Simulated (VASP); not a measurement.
# Ba2BCl (P4/mmm) in VASP: notebook

The runs below take Ba2BCl through single point, relaxation of cell and atoms, with PBE.

All numbers are computed with VASP 6.6.1; they aren't measurements. Logs are shortened: lines on timing, memory, paths and dates and some standing lists are left out, and cuts for length are marked.

### 1 The cell of the first run

It takes space group P4/mmm (No. 123, tetragonal). Conventional cell: a = 4.367 Å, b = 4.367 Å, c = 6.177 Å, α = 90.00°, β = 90.00°, γ = 90.00°. Within 4.1 Å of Ba (site symmetry 4/mmm) lie 4 Cl at 3.09 Å and 2 B at 3.09 Å. Within 4.1 Å of Ba (site symmetry 4/mmm) lie 4 B at 3.09 Å and 2 Cl at 3.09 Å. B (site symmetry 4/mmm) has 6 Ba at 3.09 Å within 4.1 Å. Cl (site symmetry 4/mmm) has 6 Ba at 3.09 Å within 4.1 Å.

The cell was generated, and may not be a known phase.

### 2 Single point, PBE

File INCAR:

```
PREC = Accurate
ENCUT = 520
EDIFF = 1E-7
ISMEAR = 0
SIGMA = 0.1
LREAL = F
LASPH = T
NELM = 100
ALGO = Normal
ISIF = 2
LWAVE = F
LCHARG = T
GGA = PE
LELF = T
LVHAR = T
NBANDS = 23
```

File KPOINTS:

```
Automatic mesh
0
Gamma
  4 4 4
```

File POSCAR:

```
Ba2BCl
1.0
    4.3666514300      0.0000000000      0.0000000000
    0.0000000000      4.3666514300      0.0000000000
    0.0000000000      0.0000000000      6.1769184900
Ba B Cl
2 1 1
Direct
    0.0000000000      0.0000000000      0.5000000000
    0.5000000000      0.5000000000      0.0000000000
    0.0000000000      0.0000000000      0.0000000000
    0.5000000000      0.5000000000      0.5000000000
```

Potentials or basis: VASP PAW PBE potentials, release 64 (Ba_sv, B, Cl).

On the command line:

```
$ cat potpaw_PBE.64/Ba_sv/POTCAR potpaw_PBE.64/B/POTCAR potpaw_PBE.64/Cl/POTCAR > POTCAR
$ mpirun -np 1 vasp_std > vasp.out
```

OUTCAR:

```text
PREC = Accurate
   ENCUT = 520
   EDIFF = 1E-7
   ISMEAR = 0
   LREAL = F
   LASPH = T
   NELM = 100
   ISIF = 2
   GGA = PE

 ion  position               nearest neighbor table
   1  0.000  0.000  0.500-   4 3.09   4 3.09   4 3.09   4 3.09   3 3.09   3 3.09   2 4.37   2 4.37
                             2 4.37   2 4.37   2 4.37   2 4.37   2 4.37   2 4.37
   2  0.500  0.500  0.000-   3 3.09   3 3.09   3 3.09   3 3.09   4 3.09   4 3.09   1 4.37   1 4.37
                             1 4.37   1 4.37   1 4.37   1 4.37   1 4.37   1 4.37
   3  0.000  0.000  0.000-   2 3.09   2 3.09   2 3.09   2 3.09   1 3.09   1 3.09
   4  0.500  0.500  0.500-   1 3.09   1 3.09   1 3.09   1 3.09   2 3.09   2 3.09

  LATTYP: Found a simple tetragonal cell.
 ALAT       =     4.3666514300
 C/A-ratio  =     1.4145664221

  Lattice vectors:

 A1 = (   4.3666514300,   0.0000000000,   0.0000000000)
 A2 = (   0.0000000000,   4.3666514300,   0.0000000000)
 A3 = (   0.0000000000,   0.0000000000,   6.1769184900)

Analysis of symmetry for initial positions (statically):
=====================================================================
 Subroutine PRICEL returns:
 Original cell was already a primitive cell.

 Routine SETGRP: Setting up the symmetry group for a
 simple tetragonal supercell.

 Subroutine GETGRP returns: Found 16 space group operations
 (whereof 16 operations were pure point group operations)
 out of a pool of 16 trial point group operations.

The static configuration has the point symmetry D_4h.

Analysis of symmetry for dynamics (positions and initial velocities):
=====================================================================
 Subroutine PRICEL returns:
 Original cell was already a primitive cell.

 Routine SETGRP: Setting up the symmetry group for a
 simple tetragonal supercell.

 Subroutine GETGRP returns: Found 16 space group operations
 (whereof 16 operations were pure point group operations)
 out of a pool of 16 trial point group operations.

The dynamic configuration has the point symmetry D_4h.

 Subroutine INISYM returns: Found 16 space group operations
 (whereof 16 operations are pure point group operations),
 and found     1 'primitive' translations

----------------------------------------------------------------------------------------

                                     Primitive cell

  volume of cell :     117.7793

  direct lattice vectors                    reciprocal lattice vectors
     4.366651430  0.000000000  0.000000000     0.229008433  0.000000000  0.000000000
     0.000000000  4.366651430  0.000000000     0.000000000  0.229008433  0.000000000
     0.000000000  0.000000000  6.176918490     0.000000000  0.000000000  0.161893022

  length of vectors
     4.366651430  4.366651430  6.176918490     0.229008433  0.229008433  0.161893022

  position of ions in fractional coordinates (direct lattice)
     0.000000000  0.000000000  0.500000000
     0.500000000  0.500000000  0.000000000
     0.000000000  0.000000000  0.000000000
     0.500000000  0.500000000  0.500000000

  ion indices of the primitive-cell ions
   primitive index   ion index
                 1           1
                 2           2
                 3           3
                 4           4

----------------------------------------------------------------------------------------

 KPOINTS: Automatic mesh

Automatic generation of k-mesh.
 Grid dimensions read from file:
 generate k-points for:    4    4    4

 Generating k-lattice:

  Cartesian coordinates                     Fractional coordinates (reciprocal lattice)
     0.057252108  0.000000000  0.000000000     0.250000000  0.000000000  0.000000000
     0.000000000  0.057252108  0.000000000     0.000000000  0.250000000  0.000000000
     0.000000000  0.000000000  0.040473255     0.000000000  0.000000000  0.250000000

  Length of vectors
     0.057252108  0.057252108  0.040473255

  Shift w.r.t. Gamma in fractional coordinates (k-lattice)
     0.000000000  0.000000000  0.000000000

 Subroutine IBZKPT returns following result:
 ===========================================

 Found     18 irreducible k-points:

 Following reciprocal coordinates:
            Coordinates               Weight
  0.000000  0.000000  0.000000      1.000000
  0.250000  0.000000  0.000000      4.000000
  0.500000  0.000000  0.000000      2.000000
  0.250000  0.250000  0.000000      4.000000
  0.500000  0.250000  0.000000      4.000000
  0.500000  0.500000  0.000000      1.000000
[... 10 lines left out ...]
  0.500000  0.250000  0.500000      4.000000
  0.500000  0.500000  0.500000      1.000000
   k-points           NKPTS =     18   k-points in BZ     NKDIM =     18   number of bands    NBANDS=     23
   number of dos      NEDOS =    301   number of ions     NIONS =      4
   total plane-waves  NPLWV =  49152
   dimension x,y,z NGX =    32 NGY =   32 NGZ =   48
   dimension x,y,z NGXF=    64 NGYF=   64 NGZF=   96
   ions per type =               2   1   1
   NGX,Y,Z   is equivalent  to a cutoff of  12.18, 12.18, 12.92 a.u.
   NGXF,Y,Z  is equivalent  to a cutoff of  24.37, 24.37, 25.84 a.u.
 SYSTEM =  unknown system
   PREC   = accura    normal or accurate (medium, high low for compatibility)
   ISTART =      0    job   : 0-new  1-cont  2-samecut
   ICHARG =      2    charge: 1-file 2-atom 10-const
   ISPIN  =      1    spin polarized calculation?
   LNONCOLLINEAR =      F non collinear calculations
   LSORBIT =      F    spin-orbit coupling
   LASPH  =      T    aspherical Exc in radial PAW
   ENCUT  =  520.0 eV  38.22 Ry    6.18 a.u.   8.12  8.12 11.48*2*pi/ulx,y,z
   NELM   =    100;   NELMIN=  2; NELMDL= -5     # of ELM steps
   EDIFF  = 0.1E-06   stopping-criterion for ELM
   LREAL  =      F    real-space projection
   EDIFFG = 0.1E-05   stopping-criterion for IOM
   NSW    =      0    number of steps for IOM
   IBRION =     -1    ionic relax: 0-MD 1-quasi-New 2-CG
   NFREE  =      0    steps in history (QN), initial steepest desc. (CG)
   ISIF   =      2    stress and relaxation
   ISYM   =      2    0-nonsym 1-usesym 2-fastsym
   POTIM  = 0.5000    time-step for ionic-motion
   TEBEG  =    0.0;   TEEND  =   0.0 temperature during run
   PSTRESS=    0.0 pullay stress
   NELECT =      30.0000    total number of electrons
   NUPDOWN=      -1.0000    fix difference up-down
   EMIN   =  10.00;   EMAX   =-10.00  energy-range for DOS
   EFERMI =   0.00;   METHOD = LEGACY
   ISMEAR =     0;   SIGMA  =   0.10  broadening in eV -4-tet -1-fermi 0-gaus
   EFERMI_NEDOS =   21; number of points for ismear=-14 and -15
   IALGO  =     38    algorithm
   IMIX   =      4    mixing-type and parameters
     AMIX     =   0.40;   BMIX     =  1.00
     AMIX_MAG =   1.60;   BMIX_MAG =  1.00
  volume/ion in A,a.u.               =      29.44       198.70
  Fermi-wavevector in a.u.,A,eV,Ry     =   1.037749  1.961061 14.652424  1.076923
  Thomas-Fermi vector in A             =   2.172201
   LORBIT       =      0    0 simple, 1 ext, 2 COOP (PROOUT), +10 PAW based schemes
   GGA     = PE    functional components
   LHFCALC =     F    Hartree Fock is set to
   AEXX    =    0.0000 exact exchange contribution
   IVDW    =     0    specifies the selected vdW correction
   LEPSILON=     F    determine dielectric tensor
   LRPA    =     F    only Hartree local field effects (RPA)
 non-spin polarized calculation
 Gauss-broadening in eV      SIGMA  =   0.10
  energy-cutoff  :      520.00
  volume of cell :      117.78
 maximum number of plane-waves:      3208
   NGX = 17   NGY = 17   NGZ = 23

 number of electron      30.0000004 magnetization

 Free energy of the ion-electron system (eV)
  ---------------------------------------------------
  ext. energy  EPLUGINS =         0.00000000
  ---------------------------------------------------
  free energy    TOTEN  =       -14.02696284 eV

  energy without entropy =      -14.01005100  energy(sigma->0) =      -14.01850692

 E-fermi :   3.3486     XC(G=0):  -8.8870

 val. band max:        3.3385488149   @ k =   0.0000   0.0000   0.5000
 cond. band min:       3.3499690705   @ k =   0.5000   0.0000   0.0000
 fundamental gap:      0.0114202555
 Fermi energy:         3.3486463816

 k-point     1 :       0.0000    0.0000    0.0000
  band No.  band energies     occupation
      1     -24.8933      2.00000
      2     -24.1289      2.00000
      3     -14.2159      2.00000
      4     -10.2602      2.00000
      5     -10.2602      2.00000
      6     -10.2513      2.00000
[... 15 lines left out ...]
     22       5.9750      0.00000
     23       6.3696      0.00000

 k-point     2 :       0.2500    0.0000    0.0000
  band No.  band energies     occupation
      1     -24.8767      2.00000
      2     -24.1202      2.00000
      3     -14.3475      2.00000
      4     -10.1935      2.00000
      5     -10.1410      2.00000
      6     -10.1208      2.00000
[... 15 lines left out ...]
     22       7.1623      0.00000
     23       7.3369      0.00000

 k-point     3 :       0.5000    0.0000    0.0000
  band No.  band energies     occupation
      1     -24.8599      2.00000
      2     -24.1114      2.00000
      3     -14.4731      2.00000
      4     -10.1230      2.00000
      5      -9.9701      2.00000
      6      -9.9539      2.00000
[... 15 lines left out ...]
     22       7.0388      0.00000
     23       8.1930      0.00000
[... 339 lines left out ...]
 k-point    17 :       0.5000    0.2500    0.5000
  band No.  band energies     occupation
      1     -24.8480      2.00000
      2     -24.0990      2.00000
      3     -14.4603      2.00000
      4     -10.3859      2.00000
      5     -10.3062      2.00000
      6     -10.0587      2.00000
[... 15 lines left out ...]
     22       7.7642      0.00000
     23       9.0927      0.00000

 k-point    18 :       0.5000    0.5000    0.5000
  band No.  band energies     occupation
      1     -24.8362      2.00000
      2     -24.0889      2.00000
      3     -14.3360      2.00000
      4     -10.6237      2.00000
      5     -10.6237      2.00000
      6      -9.9382      2.00000
[... 15 lines left out ...]
     22       8.0607      0.00000
     23       8.7601      0.00000

------------------------ aborting loop because EDIFF is reached ----------------------------------------

  FORCE on cell =-STRESS in cart. coord.  units (eV):
  Direction    XX          YY          ZZ          XY          YZ          ZX
  --------------------------------------------------------------------------------------
  -------------------------------------------------------------------------------------
  Total        2.1481040      2.1481040      2.9330911      0.0000000      0.0000000      0.0000000
  in kB       29.2211276     29.2211276     39.8994784      0.0000000      0.0000000      0.0000000
  external PRESSURE =      32.7805779 kB  Pullay stress =       0.0000000 kB

 VOLUME and BASIS-vectors are now :
 -----------------------------------------------------------------------------
  energy-cutoff  :      520.00
  volume of cell :      117.78
      direct lattice vectors                 reciprocal lattice vectors
     4.366651430  0.000000000  0.000000000     0.229008433  0.000000000  0.000000000
     0.000000000  4.366651430  0.000000000     0.000000000  0.229008433  0.000000000
     0.000000000  0.000000000  6.176918490     0.000000000  0.000000000  0.161893022

 POSITION                                       TOTAL-FORCE (eV/Angst)
 -----------------------------------------------------------------------------------
      0.00000      0.00000      3.08846         0.000000      0.000000      0.000000
      2.18333      2.18333      0.00000         0.000000      0.000000      0.000000
      0.00000      0.00000      0.00000         0.000000      0.000000      0.000000
      2.18333      2.18333      3.08846         0.000000      0.000000      0.000000
 -----------------------------------------------------------------------------------
    total drift:                                0.000000     -0.000000     -0.000000

  FREE ENERGIE OF THE ION-ELECTRON SYSTEM (eV)
  ---------------------------------------------------
  free  energy   TOTEN  =       -14.0269628403 eV

  energy  without entropy=      -14.0100510023  energy(sigma->0) =      -14.01850692
```

It took 62 s on 1 thread of Intel Xeon 8259CL, shared host; peak memory 0.24 GiB.

What came out:

```yaml
Free_energy: -14.0270 eV
Pressure: 3.3 GPa
Band_gap_on_the_k_mesh: zero (bands 15 and 16 overlap by 1.25 eV)
```

Stress tensor (GPa, compression positive):
```
2.92 0.00 0.00
0.00 2.92 0.00
0.00 0.00 3.99
```

Levels at points of the mesh, in eV from the Fermi level:
```
           k point  band 13  band 14  band 15  band 16  band 17  band 18
(0.00, 0.00, 0.00)    -5.24    -0.33     0.91     1.49     1.57     1.57
(0.50, 0.00, 0.00)    -4.58    -1.22    -0.08     0.00     2.08     2.83
(0.50, 0.50, 0.00)    -5.22    -0.12    -0.12     0.86     0.86     1.36
(0.00, 0.00, 0.50)    -5.19    -0.84    -0.01     1.06     1.06     1.33
(0.50, 0.00, 0.50)    -4.09    -1.45    -1.05    -0.34     2.85     3.61
(0.50, 0.50, 0.50)    -4.91    -0.34    -0.05    -0.05     2.24     2.24
```

Caveat: the cell stands under pressure; spin-orbit coupling is left out, which moves the levels of the heavy elements.

(Part 1 of 2 ends here.)
